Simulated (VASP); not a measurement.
# GaP (Pm-3m) in VASP: single point with PBEsol

Aim: the single point of GaP with PBEsol.

Program: VASP 6.6.1. These are calculated values, not measurements. Logs are shortened: lines on timing, memory, paths and dates and some standing lists are left out, and cuts for length are marked.

## Step 1: The cell of the first run

The structure is cubic, space group Pm-3m (No. 221). The conventional cell has a = 3.186 Å, b = 3.186 Å, c = 3.186 Å, α = 90.00°, β = 90.00°, γ = 90.00°. Ga (site symmetry m-3m) has 8 P at 2.76 Å and 6 Ga at 3.19 Å within 3.6 Å. Within 3.6 Å of P (site symmetry m-3m) lie 8 Ga at 2.76 Å and 6 P at 3.19 Å.

## Step 2: Single point, PBEsol

INCAR reads:

```
PREC = Accurate
ENCUT = 520
EDIFF = 1E-6
ISMEAR = -1
SIGMA = 0.02
LREAL = False
LASPH = True
NELM = 60
ALGO = Normal
ISIF = 2
LWAVE = False
LCHARG = False
GGA = PS
NBANDS = 16
```

KPOINTS reads:

```
Automatic mesh
0
Gamma
  6 6 6
```

POSCAR reads:

```
GaP
1.0
    3.1864350770      0.0000000000      0.0000000000
    0.0000000000      3.1864350770      0.0000000000
    0.0000000000      0.0000000000      3.1864350770
Ga P
1 1
Direct
    0.0000000000      0.0000000000      0.0000000000
    0.5000000000      0.5000000000      0.5000000000
```

Potentials or basis: VASP PAW PBE potentials, release 64 (Ga_d, P).

Started as:

```console
$ cat potpaw_PBE.64/Ga_d/POTCAR potpaw_PBE.64/P/POTCAR > POTCAR
$ mpirun -np 1 vasp_std > vasp.out
```

OUTCAR:

```text
PREC = Accurate
   ENCUT = 520
   EDIFF = 1E-6
   ISMEAR = -1
   LREAL = False
   LASPH = True
   NELM = 60
   ISIF = 2
   GGA = PS

 ion  position               nearest neighbor table
   1  0.000  0.000  0.000-   2 2.76   2 2.76   2 2.76   2 2.76   2 2.76   2 2.76   2 2.76   2 2.76

   2  0.500  0.500  0.500-   1 2.76   1 2.76   1 2.76   1 2.76   1 2.76   1 2.76   1 2.76   1 2.76

  LATTYP: Found a simple cubic cell.
 ALAT       =     3.1864350770

  Lattice vectors:

 A1 = (   3.1864350770,   0.0000000000,   0.0000000000)
 A2 = (   0.0000000000,   3.1864350770,   0.0000000000)
 A3 = (   0.0000000000,   0.0000000000,   3.1864350770)

Analysis of symmetry for initial positions (statically):
=====================================================================
 Subroutine PRICEL returns:
 Original cell was already a primitive cell.

 Routine SETGRP: Setting up the symmetry group for a
 simple cubic supercell.

 Subroutine GETGRP returns: Found 48 space group operations
 (whereof 48 operations were pure point group operations)
 out of a pool of 48 trial point group operations.

The static configuration has the point symmetry O_h .

Analysis of symmetry for dynamics (positions and initial velocities):
=====================================================================
 Subroutine PRICEL returns:
 Original cell was already a primitive cell.

 Routine SETGRP: Setting up the symmetry group for a
 simple cubic supercell.

 Subroutine GETGRP returns: Found 48 space group operations
 (whereof 48 operations were pure point group operations)
 out of a pool of 48 trial point group operations.

The dynamic configuration has the point symmetry O_h .

 Subroutine INISYM returns: Found 48 space group operations
 (whereof 48 operations are pure point group operations),
 and found     1 'primitive' translations

----------------------------------------------------------------------------------------

                                     Primitive cell

  volume of cell :      32.3530

  direct lattice vectors                    reciprocal lattice vectors
     3.186435077  0.000000000  0.000000000     0.313830339  0.000000000  0.000000000
     0.000000000  3.186435077  0.000000000     0.000000000  0.313830339  0.000000000
     0.000000000  0.000000000  3.186435077     0.000000000  0.000000000  0.313830339

  length of vectors
     3.186435077  3.186435077  3.186435077     0.313830339  0.313830339  0.313830339

  position of ions in fractional coordinates (direct lattice)
     0.000000000  0.000000000  0.000000000
     0.500000000  0.500000000  0.500000000

  ion indices of the primitive-cell ions
   primitive index   ion index
                 1           1
                 2           2

----------------------------------------------------------------------------------------

 KPOINTS: Automatic mesh

Automatic generation of k-mesh.
 Grid dimensions read from file:
 generate k-points for:    6    6    6

 Generating k-lattice:

  Cartesian coordinates                     Fractional coordinates (reciprocal lattice)
     0.052305056  0.000000000  0.000000000     0.166666667  0.000000000  0.000000000
     0.000000000  0.052305056  0.000000000     0.000000000  0.166666667  0.000000000
     0.000000000  0.000000000  0.052305056     0.000000000  0.000000000  0.166666667

  Length of vectors
     0.052305056  0.052305056  0.052305056

  Shift w.r.t. Gamma in fractional coordinates (k-lattice)
     0.000000000  0.000000000  0.000000000

 Subroutine IBZKPT returns following result:
 ===========================================

 Found     20 irreducible k-points:

 Following reciprocal coordinates:
            Coordinates               Weight
  0.000000  0.000000  0.000000      1.000000
  0.166667  0.000000  0.000000      6.000000
  0.333333  0.000000  0.000000      6.000000
  0.500000  0.000000  0.000000      3.000000
  0.166667  0.166667  0.000000     12.000000
  0.333333  0.166667  0.000000     24.000000
[... 12 lines left out ...]
  0.500000  0.500000  0.333333      6.000000
  0.500000  0.500000  0.500000      1.000000
   k-points           NKPTS =     20   k-points in BZ     NKDIM =     20   number of bands    NBANDS=     16
   number of dos      NEDOS =    301   number of ions     NIONS =      2
   total plane-waves  NPLWV =  13824
   dimension x,y,z NGX =    24 NGY =   24 NGZ =   24
   dimension x,y,z NGXF=    48 NGYF=   48 NGZF=   48
   ions per type =               1   1
   NGX,Y,Z   is equivalent  to a cutoff of  12.52, 12.52, 12.52 a.u.
   NGXF,Y,Z  is equivalent  to a cutoff of  25.04, 25.04, 25.04 a.u.
 SYSTEM =  unknown system
   PREC   = accura    normal or accurate (medium, high low for compatibility)
   ISTART =      0    job   : 0-new  1-cont  2-samecut
   ICHARG =      2    charge: 1-file 2-atom 10-const
   ISPIN  =      1    spin polarized calculation?
   LNONCOLLINEAR =      F non collinear calculations
   LSORBIT =      F    spin-orbit coupling
   LASPH  =      T    aspherical Exc in radial PAW
   ENCUT  =  520.0 eV  38.22 Ry    6.18 a.u.   5.92  5.92  5.92*2*pi/ulx,y,z
   NELM   =     60;   NELMIN=  2; NELMDL= -5     # of ELM steps
   EDIFF  = 0.1E-05   stopping-criterion for ELM
   LREAL  =      F    real-space projection
   EDIFFG = 0.1E-04   stopping-criterion for IOM
   NSW    =      0    number of steps for IOM
   IBRION =     -1    ionic relax: 0-MD 1-quasi-New 2-CG
   NFREE  =      0    steps in history (QN), initial steepest desc. (CG)
   ISIF   =      2    stress and relaxation
   ISYM   =      2    0-nonsym 1-usesym 2-fastsym
   POTIM  = 0.5000    time-step for ionic-motion
   TEBEG  =    0.0;   TEEND  =   0.0 temperature during run
   PSTRESS=    0.0 pullay stress
   NELECT =      18.0000    total number of electrons
   NUPDOWN=      -1.0000    fix difference up-down
   EMIN   =  10.00;   EMAX   =-10.00  energy-range for DOS
   EFERMI =   0.00;   METHOD = LEGACY
   ISMEAR =    -1;   SIGMA  =   0.02  broadening in eV -4-tet -1-fermi 0-gaus
   EFERMI_NEDOS =   21; number of points for ismear=-14 and -15
   IALGO  =     38    algorithm
   IMIX   =      4    mixing-type and parameters
     AMIX     =   0.40;   BMIX     =  1.00
     AMIX_MAG =   1.60;   BMIX_MAG =  1.00
  volume/ion in A,a.u.               =      16.18       109.16
  Fermi-wavevector in a.u.,A,eV,Ry     =   1.346461  2.544443 24.666797  1.812958
  Thomas-Fermi vector in A             =   2.474291
   LORBIT       =      0    0 simple, 1 ext, 2 COOP (PROOUT), +10 PAW based schemes
   GGA     = PS    functional components
   LHFCALC =     F    Hartree Fock is set to
   AEXX    =    0.0000 exact exchange contribution
   IVDW    =     0    specifies the selected vdW correction
   LEPSILON=     F    determine dielectric tensor
   LRPA    =     F    only Hartree local field effects (RPA)
 non-spin polarized calculation
  energy-cutoff  :      520.00
  volume of cell :       32.35
 maximum number of plane-waves:       912
 NGX is ok and might be reduce to    24
   NGX = 11   NGY = 11   NGZ = 11

 number of electron      17.9999991 magnetization

 Free energy of the ion-electron system (eV)
  ---------------------------------------------------
  ext. energy  EPLUGINS =         0.00000000
  ---------------------------------------------------
  free energy    TOTEN  =        -8.56657017 eV

  energy without entropy =       -8.56283383  energy(sigma->0) =       -8.56470200

 E-fermi :   7.2831     XC(G=0): -11.5015

 val. band max:        7.2691950873   @ k =   0.1667   0.1667   0.0000
 cond. band min:       7.3181348137   @ k =   0.5000   0.3333   0.1667
 fundamental gap:      0.0489397264
 Fermi energy:         7.2831448380

 k-point     1 :       0.0000    0.0000    0.0000
  band No.  band energies     occupation
      1      -7.3621      2.00000
      2      -7.3621      2.00000
      3      -7.2048      2.00000
      4      -7.2048      2.00000
      5      -7.2048      2.00000
      6      -6.5155      2.00000
[... 8 lines left out ...]
     15      18.2432      0.00000
     16      21.4564      0.00000

 k-point     2 :       0.1667    0.0000    0.0000
  band No.  band energies     occupation
      1      -7.3579      2.00000
      2      -7.3324      2.00000
      3      -7.2210      2.00000
      4      -7.2210      2.00000
      5      -7.2030      2.00000
      6      -6.1423      2.00000
[... 8 lines left out ...]
     15      17.0298      0.00000
     16      21.6629      0.00000

 k-point     3 :       0.3333    0.0000    0.0000
  band No.  band energies     occupation
      1      -7.3493      2.00000
      2      -7.2767      2.00000
      3      -7.2529      2.00000
      4      -7.2529      2.00000
      5      -7.1995      2.00000
      6      -5.0780      2.00000
[... 8 lines left out ...]
     15      18.6387      0.00000
     16      19.7426      0.00000

 k-point     4 :       0.5000    0.0000    0.0000
  band No.  band energies     occupation
      1      -7.3450      2.00000
      2      -7.2688      2.00000
      3      -7.2688      2.00000
      4      -7.2496      2.00000
      5      -7.1977      2.00000
      6      -4.0443      2.00000
[... 8 lines left out ...]
     15      17.0526      0.00000
     16      22.4559      0.00000
[... 248 lines left out ...]
 k-point    18 :       0.5000    0.3333    0.3333
  band No.  band energies     occupation
      1      -7.3765      2.00000
      2      -7.3401      2.00000
      3      -7.3145      2.00000
      4      -7.1882      2.00000
      5      -7.1525      2.00000
      6      -1.4936      2.00000
[... 8 lines left out ...]
     15      22.0927      0.00000
     16      23.4504      0.00000

 k-point    19 :       0.5000    0.5000    0.3333
  band No.  band energies     occupation
      1      -7.3895      2.00000
      2      -7.3381      2.00000
      3      -7.3381      2.00000
      4      -7.1697      2.00000
      5      -7.1307      2.00000
      6      -0.8904      2.00000
[... 8 lines left out ...]
     15      24.9573      0.00000
     16      24.9573      0.00000

 k-point    20 :       0.5000    0.5000    0.5000
  band No.  band energies     occupation
      1      -7.3652      2.00000
      2      -7.3652      2.00000
      3      -7.3652      2.00000
      4      -7.1299      2.00000
      5      -7.1299      2.00000
      6      -0.4630      2.00000
[... 8 lines left out ...]
     15      26.5570      0.00000
     16      28.0225      0.00000

------------------------ aborting loop because EDIFF is reached ----------------------------------------

  FORCE on cell =-STRESS in cart. coord.  units (eV):
  Direction    XX          YY          ZZ          XY          YZ          ZX
  --------------------------------------------------------------------------------------
  -------------------------------------------------------------------------------------
  Total       -0.2103107     -0.2103107     -0.2103107      0.0000000     -0.0000000     -0.0000000
  in kB      -10.4149397    -10.4149397    -10.4149397      0.0000000     -0.0000000     -0.0000000
  external PRESSURE =     -10.4149397 kB  Pullay stress =       0.0000000 kB

 VOLUME and BASIS-vectors are now :
 -----------------------------------------------------------------------------
  energy-cutoff  :      520.00
  volume of cell :       32.35
      direct lattice vectors                 reciprocal lattice vectors
     3.186435077  0.000000000  0.000000000     0.313830339  0.000000000  0.000000000
     0.000000000  3.186435077  0.000000000     0.000000000  0.313830339  0.000000000
     0.000000000  0.000000000  3.186435077     0.000000000  0.000000000  0.313830339

 POSITION                                       TOTAL-FORCE (eV/Angst)
 -----------------------------------------------------------------------------------
      0.00000      0.00000      0.00000         0.000000      0.000000      0.000000
      1.59322      1.59322      1.59322         0.000000      0.000000      0.000000
 -----------------------------------------------------------------------------------
    total drift:                                0.000000      0.000000      0.000000

  FREE ENERGIE OF THE ION-ELECTRON SYSTEM (eV)
  ---------------------------------------------------
  free  energy   TOTEN  =        -8.5665701652 eV

  energy  without entropy=       -8.5628338268  energy(sigma->0) =       -8.56470200
```

Run time: 4.1 s. Hardware: 1 thread of Intel Xeon 6975P-C (Granite Rapids), shared host; peak memory 0.13 GiB.

What came out:

| Item | Value |
| --- | --- |
| Free energy | -8.5666 eV |
| Pressure | -1.0 GPa |
| Band gap on the k mesh | zero (band 9 reaches 8.63 eV, above the bottom of band 10 at 5.54 eV) |

Levels at points of the mesh, in eV from the Fermi level:
```tsv
k point	band 5	band 6	band 7	band 8	band 9	band 10	band 11	band 12	band 13	band 14
(0.00, 0.00, 0.00)	-14.49	-13.80	-0.79	-0.70	-0.70	-0.70	4.45	4.45	10.96	10.96
(0.50, 0.00, 0.00)	-14.48	-11.33	-8.76	1.35	1.35	3.68	4.15	5.05	5.05	6.50
(0.50, 0.50, 0.00)	-14.42	-9.02	-5.66	-5.66	-4.68	2.22	7.82	7.82	8.45	8.74
(0.50, 0.50, 0.50)	-14.41	-7.75	-2.81	-2.81	-2.81	-1.34	-0.73	-0.73	-0.73	19.27
```

Caveat: the PAW data sets were made with another functional, which shifts forces and pressure a little.
